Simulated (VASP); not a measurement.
# Ge (P1) in VASP: a series of runs

Runs on Ge. Level: PBEsol. Tasks: single point.

All numbers are computed with VASP 6.6.1; they aren't measurements. Logs are shortened: lines on timing, memory, paths and dates and some standing lists are left out, and cuts for length are marked.

### 1 The cell of the first run

The typed cell holds 16 atoms: a = 8.136 Å, b = 8.136 Å, c = 8.136 Å, α = 60.00°, β = 60.00°, γ = 60.00°.

### 2 Single point, PBEsol

Input file INCAR:

```
PREC = Accurate
ENCUT = 520
EDIFF = 1E-6
ISMEAR = -1
SIGMA = 0.24
LREAL = Auto
LASPH = True
NELM = 80
ALGO = Normal
ISIF = 2
LWAVE = False
LCHARG = False
GGA = PS
NBANDS = 126
```

Input file KPOINTS:

```
regular mesh
0
Gamma
  2 2 2
```

Input file POSCAR:

```
Ge
1.0
    0.0000000000      5.7528030000      5.7528030000
    5.7528030000      0.0000000000      5.7528030000
    5.7528030000      5.7528030000      0.0000000000
Ge
16
Direct
    0.0708437261     -0.1454160693      0.2677564311
    0.1775656145      0.1511784777      0.2548496794
   -0.0823946170      0.0119246218      0.5300372705
    0.2592736098     -0.1195330346      0.8865504346
   -0.0951449233      0.4069059900      0.0389288491
   -0.0356521856      0.5680535210      0.2326344219
    0.2228478882      0.3410337535      0.4298078693
    0.1075214987      0.7411430567      0.7102537667
    0.5433872844     -0.0207724826     -0.0422402783
    0.7589430752      0.0752763479      0.0756066217
    0.4816347787      0.0052583063      0.4206905747
    0.6964517992     -0.1922454150      0.6614253956
    0.4301294517      0.4464345468      0.0842458885
    0.5233101151      0.6130055210      0.1578534846
    0.3241550250      0.4658772428      0.5842543192
    0.7060992702      0.4491636512      0.5728424909
```

Potentials or basis: VASP PAW PBE potentials, release 64 (Ge_d).

Run with:

```console
> cat potpaw_PBE.64/Ge_d/POTCAR > POTCAR
> mpirun -np 1 vasp_std > vasp.out
```

OUTCAR:

```text
PREC = Accurate
   ENCUT = 520
   EDIFF = 1E-6
   ISMEAR = -1
   LREAL = Auto
   LASPH = True
   NELM = 80
   ISIF = 2
   GGA = PS

 ion  position               nearest neighbor table
   1  0.071  0.855  0.268-   3 2.49   4 2.63   2 2.89
   2  0.178  0.151  0.255-   3 2.43   7 2.80   5 2.82  11 2.85   1 2.89   6 2.89
   3  0.918  0.012  0.530-   8 2.24   2 2.43   1 2.49  12 2.54
   4  0.259  0.880  0.887-   1 2.63
   5  0.905  0.407  0.039-  14 2.61   6 2.81   2 2.82
   6  0.964  0.568  0.233-  16 2.56   7 2.63   5 2.81   2 2.89
   7  0.223  0.341  0.430-  13 2.40  11 2.49  15 2.54   6 2.63   2 2.80
   8  0.108  0.741  0.710-   3 2.24  15 2.39
   9  0.543  0.979  0.958-  14 2.63  12 2.82  10 2.90
  10  0.759  0.075  0.076-  11 2.58  13 2.87   9 2.90
  11  0.482  0.005  0.421-   7 2.49  10 2.58  12 2.63   2 2.85
  12  0.696  0.808  0.661-   3 2.54  11 2.63   9 2.82
  13  0.430  0.446  0.084-  14 2.25   7 2.40  10 2.87
  14  0.523  0.613  0.158-  13 2.25   5 2.61   9 2.63  15 2.87
  15  0.324  0.466  0.584-   8 2.39   7 2.54  14 2.87
  16  0.706  0.449  0.573-   6 2.56

  LATTYP: Found a face centered cubic cell.
 ALAT       =    11.5056060000

  Lattice vectors:

 A1 = (   0.0000000000,   5.7528030000,   5.7528030000)
 A2 = (   5.7528030000,   0.0000000000,   5.7528030000)
 A3 = (   5.7528030000,   5.7528030000,   0.0000000000)

Analysis of symmetry for initial positions (statically):
=====================================================================
 Subroutine PRICEL returns:
 Original cell was already a primitive cell.

 Routine SETGRP: Setting up the symmetry group for a
 face centered cubic supercell.

 Subroutine GETGRP returns: Found  1 space group operations
 (whereof  1 operations were pure point group operations)
 out of a pool of 48 trial point group operations.

The static configuration has the point symmetry C_1 .

Analysis of symmetry for dynamics (positions and initial velocities):
=====================================================================
 Subroutine PRICEL returns:
 Original cell was already a primitive cell.

 Routine SETGRP: Setting up the symmetry group for a
 face centered cubic supercell.

 Subroutine GETGRP returns: Found  1 space group operations
 (whereof  1 operations were pure point group operations)
 out of a pool of 48 trial point group operations.

The dynamic configuration has the point symmetry C_1 .

 Subroutine INISYM returns: Found  1 space group operations
 (whereof  1 operations are pure point group operations),
 and found     1 'primitive' translations

----------------------------------------------------------------------------------------

                                     Primitive cell

  volume of cell :     380.7751

  direct lattice vectors                    reciprocal lattice vectors
     0.000000000  5.752803000  5.752803000    -0.086914153  0.086914153  0.086914153
     5.752803000  0.000000000  5.752803000     0.086914153 -0.086914153  0.086914153
     5.752803000  5.752803000  0.000000000     0.086914153  0.086914153 -0.086914153

  length of vectors
     8.135692024  8.135692024  8.135692024     0.150539729  0.150539729  0.150539729

  position of ions in fractional coordinates (direct lattice)
     0.070843726  0.854583931  0.267756431
     0.177565614  0.151178478  0.254849679
     0.917605383  0.011924622  0.530037271
     0.259273610  0.880466965  0.886550435
     0.904855077  0.406905990  0.038928849
     0.964347814  0.568053521  0.232634422
[... 8 lines left out ...]
     0.324155025  0.465877243  0.584254319
     0.706099270  0.449163651  0.572842491

  ion indices of the primitive-cell ions
   primitive index   ion index
                 1           1
                 2           2
                 3           3
                 4           4
                 5           5
                 6           6
[... 8 lines left out ...]
                15          15
                16          16

----------------------------------------------------------------------------------------

 KPOINTS: regular mesh

Automatic generation of k-mesh.
 Grid dimensions read from file:
 generate k-points for:    2    2    2

 Generating k-lattice:

  Cartesian coordinates                     Fractional coordinates (reciprocal lattice)
    -0.043457076  0.043457076  0.043457076     0.500000000  0.000000000  0.000000000
     0.043457076 -0.043457076  0.043457076     0.000000000  0.500000000  0.000000000
     0.043457076  0.043457076 -0.043457076     0.000000000  0.000000000  0.500000000

  Length of vectors
     0.075269864  0.075269864  0.075269864

  Shift w.r.t. Gamma in fractional coordinates (k-lattice)
     0.000000000  0.000000000  0.000000000

 Subroutine IBZKPT returns following result:
 ===========================================

 Found      8 irreducible k-points:

 Following reciprocal coordinates:
            Coordinates               Weight
  0.000000  0.000000  0.000000      1.000000
  0.500000  0.000000  0.000000      1.000000
  0.000000  0.500000  0.000000      1.000000
  0.000000  0.000000  0.500000      1.000000
  0.500000  0.500000  0.500000      1.000000
  0.500000  0.500000  0.000000      1.000000
  0.000000  0.500000  0.500000      1.000000
  0.500000  0.000000  0.500000      1.000000
   k-points           NKPTS =      8   k-points in BZ     NKDIM =      8   number of bands    NBANDS=    126
   number of dos      NEDOS =    301   number of ions     NIONS =     16
   total plane-waves  NPLWV = 262144
   dimension x,y,z NGX =    64 NGY =   64 NGZ =   64
   dimension x,y,z NGXF=   128 NGYF=  128 NGZF=  128
   ions per type =              16
   NGX,Y,Z   is equivalent  to a cutoff of  13.08, 13.08, 13.08 a.u.
   NGXF,Y,Z  is equivalent  to a cutoff of  26.16, 26.16, 26.16 a.u.
 SYSTEM =  unknown system
   PREC   = accura    normal or accurate (medium, high low for compatibility)
   ISTART =      0    job   : 0-new  1-cont  2-samecut
   ICHARG =      2    charge: 1-file 2-atom 10-const
   ISPIN  =      1    spin polarized calculation?
   LNONCOLLINEAR =      F non collinear calculations
   LSORBIT =      F    spin-orbit coupling
   LASPH  =      T    aspherical Exc in radial PAW
   ENCUT  =  520.0 eV  38.22 Ry    6.18 a.u.  15.13 15.13 15.13*2*pi/ulx,y,z
   NELM   =     80;   NELMIN=  2; NELMDL= -5     # of ELM steps
   EDIFF  = 0.1E-05   stopping-criterion for ELM
   LREAL  =      T    real-space projection
   EDIFFG = 0.1E-04   stopping-criterion for IOM
   NSW    =      0    number of steps for IOM
   IBRION =     -1    ionic relax: 0-MD 1-quasi-New 2-CG
   NFREE  =      0    steps in history (QN), initial steepest desc. (CG)
   ISIF   =      2    stress and relaxation
   ISYM   =      2    0-nonsym 1-usesym 2-fastsym
   POTIM  = 0.5000    time-step for ionic-motion
   TEBEG  =    0.0;   TEEND  =   0.0 temperature during run
   PSTRESS=    0.0 pullay stress
   NELECT =     224.0000    total number of electrons
   NUPDOWN=      -1.0000    fix difference up-down
   EMIN   =  10.00;   EMAX   =-10.00  energy-range for DOS
   EFERMI =   0.00;   METHOD = LEGACY
   ISMEAR =    -1;   SIGMA  =   0.24  broadening in eV -4-tet -1-fermi 0-gaus
   EFERMI_NEDOS =   21; number of points for ismear=-14 and -15
   IALGO  =     38    algorithm
   IMIX   =      4    mixing-type and parameters
     AMIX     =   0.40;   BMIX     =  1.00
     AMIX_MAG =   1.60;   BMIX_MAG =  1.00
  volume/ion in A,a.u.               =      23.80       160.60
  Fermi-wavevector in a.u.,A,eV,Ry     =   1.371728  2.592190 25.601235  1.881638
  Thomas-Fermi vector in A             =   2.497399
   LORBIT       =      0    0 simple, 1 ext, 2 COOP (PROOUT), +10 PAW based schemes
   GGA     = PS    functional components
   LHFCALC =     F    Hartree Fock is set to
   AEXX    =    0.0000 exact exchange contribution
   IVDW    =     0    specifies the selected vdW correction
   LEPSILON=     F    determine dielectric tensor
   LRPA    =     F    only Hartree local field effects (RPA)
 non-spin polarized calculation
  energy-cutoff  :      520.00
  volume of cell :      380.78
 maximum number of plane-waves:     10272
 NGX is ok and might be reduce to    64
   NGX = 31   NGY = 31   NGZ = 31

 number of electron     223.9999999 magnetization

 Free energy of the ion-electron system (eV)
  ---------------------------------------------------
  ext. energy  EPLUGINS =         0.00000000
  ---------------------------------------------------
  free energy    TOTEN  =       -70.92132958 eV

  energy without entropy =      -69.41930067  energy(sigma->0) =      -70.17031512

 E-fermi :   4.1341     XC(G=0): -10.0862

 val. band max:        4.1311984355   @ k =   0.0000   0.0000   0.0000
 cond. band min:       4.1499057927   @ k =   0.5000   0.5000   0.5000
 fundamental gap:      0.0187073572
 Fermi energy:         4.1341218755

 k-point     1 :       0.0000    0.0000    0.0000
  band No.  band energies     occupation
      1     -20.6740      2.00000
      2     -20.6720      2.00000
      3     -20.6459      2.00000
      4     -20.6332      2.00000
      5     -20.6316      2.00000
      6     -20.5310      2.00000
[... 116 lines left out ...]
    123       6.3414      0.00020
    124       6.4418      0.00013

 k-point     2 :       0.5000    0.0000    0.0000
  band No.  band energies     occupation
      1     -20.6740      2.00000
      2     -20.6720      2.00000
      3     -20.6459      2.00000
      4     -20.6331      2.00000
      5     -20.6316      2.00000
      6     -20.5309      2.00000
[... 878 lines left out ...]
    123       6.8146      0.00003
    124       7.1126      0.00001
 [bands above 124 left out]

------------------------ aborting loop because EDIFF is reached ----------------------------------------

  FORCE on cell =-STRESS in cart. coord.  units (eV):
  Direction    XX          YY          ZZ          XY          YZ          ZX
  --------------------------------------------------------------------------------------
  -------------------------------------------------------------------------------------
  Total       -2.3951218     -5.8865920     -4.3279839     -0.3048537     -1.2657461     -0.0392875
  in kB      -10.0778917    -24.7688598    -18.2107450     -1.2827251     -5.3258468     -0.1653091
  external PRESSURE =     -17.6858322 kB  Pullay stress =       0.0000000 kB

 VOLUME and BASIS-vectors are now :
 -----------------------------------------------------------------------------
  energy-cutoff  :      520.00
  volume of cell :      380.78
      direct lattice vectors                 reciprocal lattice vectors
     0.000000000  5.752803000  5.752803000    -0.086914153  0.086914153  0.086914153
     5.752803000  0.000000000  5.752803000     0.086914153 -0.086914153  0.086914153
     5.752803000  5.752803000  0.000000000     0.086914153  0.086914153 -0.086914153

 POSITION                                       TOTAL-FORCE (eV/Angst)
 -----------------------------------------------------------------------------------
      6.45660      1.94790      5.32380        -0.719493     -0.210210     -0.278123
      2.33580      2.48760      1.89120        -0.849338     -0.380968      0.756161
      3.11780      8.32800      5.34740         1.907255     -2.195282      0.031744
     10.16530      6.59170      6.55670        -0.480760      0.000880     -0.130321
      2.56480      5.42940      7.54630        -0.032787      0.196500      0.369868
      4.60620      6.88600      8.81560        -0.116885     -0.482022      0.496394
[... 8 lines left out ...]
      6.04120      5.22590      4.54490        -0.552708      0.444107      0.536860
      5.87940      7.35750      6.64600         0.072617     -0.028177     -0.558924
 -----------------------------------------------------------------------------------
    total drift:                                0.000386      0.000912     -0.000324

  FREE ENERGIE OF THE ION-ELECTRON SYSTEM (eV)
  ---------------------------------------------------
  free  energy   TOTEN  =       -70.9213295771 eV

  energy  without entropy=      -69.4193006674  energy(sigma->0) =      -70.17031512
```

It took 20 min on 1 thread of Intel Xeon Platinum 8488C (Sapphire Rapids), shared host; peak memory 0.65 GiB.

What came out:

* Free energy: -70.9213 eV
* Pressure: -1.8 GPa
* Largest force: 2.978 eV/Å
* Band gap on the k mesh: zero (band 112 reaches 4.21 eV, above the bottom of band 113 at 4.01 eV)

Forces on the atoms (eV/Å):
```
Ge  -0.719 -0.210 -0.278
Ge  -0.849 -0.381  0.756
Ge   1.907 -2.195  0.032
Ge  -0.481  0.001 -0.130
Ge  -0.033  0.197  0.370
Ge  -0.117 -0.482  0.496
Ge   1.062  0.152 -0.794
Ge   0.546  2.835 -0.568
Ge   0.205  0.022 -0.190
Ge  -0.263 -0.143  0.099
Ge  -0.400  0.194 -0.420
Ge   0.004 -0.028 -0.576
Ge  -2.492 -1.503 -0.547
Ge   2.110  1.127  1.774
Ge  -0.553  0.444  0.537
Ge   0.073 -0.028 -0.559
```

Stress tensor (GPa, compression positive):
```
-1.01 -0.13 -0.02
-0.13 -2.48 -0.53
-0.02 -0.53 -1.82
```

Caveat: the k points lie up to 0.47 Å⁻¹ apart; the PAW data sets were made with another functional, which shifts forces and pressure a little.

### 3 Single point, PBEsol

Input file INCAR:

```
PREC     = Accurate       # precision mode
ENCUT    = 520            # plane-wave cutoff, eV
EDIFF    = 1E-6           # SCF threshold, eV
ISMEAR   = -1             # smearing method
SIGMA    = 0.24           # smearing width, eV
LREAL    = Auto         
LASPH    = T              # aspherical terms in the spheres
NELM     = 80             # most SCF steps
ALGO     = Normal         # electronic algorithm
ISIF     = 2              # what is computed and relaxed
LWAVE    = F              # write WAVECAR
LCHARG   = F              # write CHGCAR
GGA      = PS             # functional
NBANDS   = 126            # bands
```

Input file KPOINTS:

```
Automatic mesh
0
Gamma
  2 2 2
```

Input file POSCAR:

```
Ge
1.0
    0.0000000000      5.7528030000      5.7528030000
    5.7528030000      0.0000000000      5.7528030000
    5.7528030000      5.7528030000      0.0000000000
Ge
16
Direct
   -0.0120549930      0.0292813781      0.0705134523
    0.1269815775      0.1861874985      0.1389235821
    0.0122288213      0.0487849141      0.5212676325
    0.1530297492      0.1162302968      0.6996328572
   -0.0903820277      0.5259783796      0.0039024455
    0.0723994894      0.6022803145      0.2080724822
    0.0179999211      0.4834252103      0.5510791870
    0.1204108675      0.6772872285      0.6403660963
    0.5865227785      0.0187821485     -0.0657331739
    0.6459286021      0.1206542272      0.1088860509
    0.4809829226     -0.0544951739      0.5127413541
    0.6842664350      0.0415362737      0.5917723934
    0.5118982868      0.5034154655     -0.0561899999
    0.5303414701      0.6982943793      0.1743584823
    0.4752813542      0.4262965375      0.4887530479
    0.6230354142      0.5610830060      0.5952750338
```

Potentials or basis: VASP PAW PBE potentials, release 64 (Ge_d).

Run with:

```console
> cat potpaw_PBE.64/Ge_d/POTCAR > POTCAR
> mpirun -np 1 vasp_std > vasp.out
```

Run time: 19 min. Hardware: 1 thread of Intel Xeon Platinum 8259CL at 2.50GHz (Skylake/Cascade Lake), shared host; peak memory 0.66 GiB.

Results (log left out):

```
Free energy            : -72.4677 eV
Pressure               : -0.6 GPa
Largest force          : 2.132 eV/Å
Band gap on the k mesh : zero (band 112 reaches 4.23 eV, above the bottom of band 113 at 4.01 eV)
```

Forces on the atoms (eV/Å):
```
Ge  -1.138  0.753 -0.553
Ge  -0.277  0.880  0.400
Ge  -0.047  0.168  0.460
Ge   0.241 -0.593 -0.570
Ge   0.628 -0.114  0.586
Ge  -0.912 -1.368  1.311
Ge   0.878  0.377 -0.294
Ge  -0.370  0.321 -0.715
Ge  -0.202 -1.197 -1.236
Ge   2.054  0.541  0.183
Ge  -1.186  0.231  0.887
Ge   0.000 -0.614 -0.021
Ge   1.550  1.037 -0.775
Ge  -1.412 -0.462  0.058
Ge   0.684  0.397 -0.380
Ge  -0.490 -0.359  0.658
```

Stress tensor (GPa, compression positive):
```
-1.53  0.90 -0.28
 0.90  0.85 -0.91
-0.28 -0.91 -1.20
```

Levels at points of the mesh, in eV from the Fermi level:
| k point | band 108 | band 109 | band 110 | band 111 | band 112 | band 113 | band 114 | band 115 | band 116 | band 117 |
| --- | --- | --- | --- | --- | --- | --- | --- | --- | --- | --- |
| (0.00, 0.00, 0.00) | -0.80 | -0.70 | -0.60 | -0.37 | -0.31 | -0.15 | -0.05 | 0.08 | 0.22 | 0.47 |
| (0.50, 0.00, 0.00) | -1.56 | -0.90 | -0.46 | -0.37 | 0.07 | 0.20 | 0.40 | 0.57 | 0.75 | 0.81 |
| (0.00, 0.50, 0.00) | -1.17 | -1.01 | -0.54 | -0.44 | 0.05 | 0.20 | 0.55 | 0.76 | 0.85 | 0.94 |
| (0.00, 0.00, 0.50) | -1.16 | -1.02 | -0.46 | -0.08 | -0.02 | 0.14 | 0.21 | 0.72 | 0.96 | 1.22 |
| (0.50, 0.50, 0.50) | -1.42 | -0.92 | -0.49 | -0.31 | -0.16 | -0.01 | 0.15 | 0.24 | 1.04 | 1.08 |
| (0.50, 0.50, 0.00) | -1.42 | -1.05 | -0.59 | -0.44 | -0.32 | 0.53 | 0.86 | 1.06 | 1.44 | 1.53 |
| (0.00, 0.50, 0.50) | -1.31 | -1.06 | -0.91 | -0.59 | -0.11 | 0.44 | 0.53 | 1.16 | 1.39 | 1.63 |
| (0.50, 0.00, 0.50) | -1.18 | -1.05 | -0.91 | -0.39 | -0.08 | 0.82 | 0.89 | 1.28 | 1.39 | 1.43 |

Caveat: the k points lie up to 0.47 Å⁻¹ apart; the PAW data sets were made with another functional, which shifts forces and pressure a little.
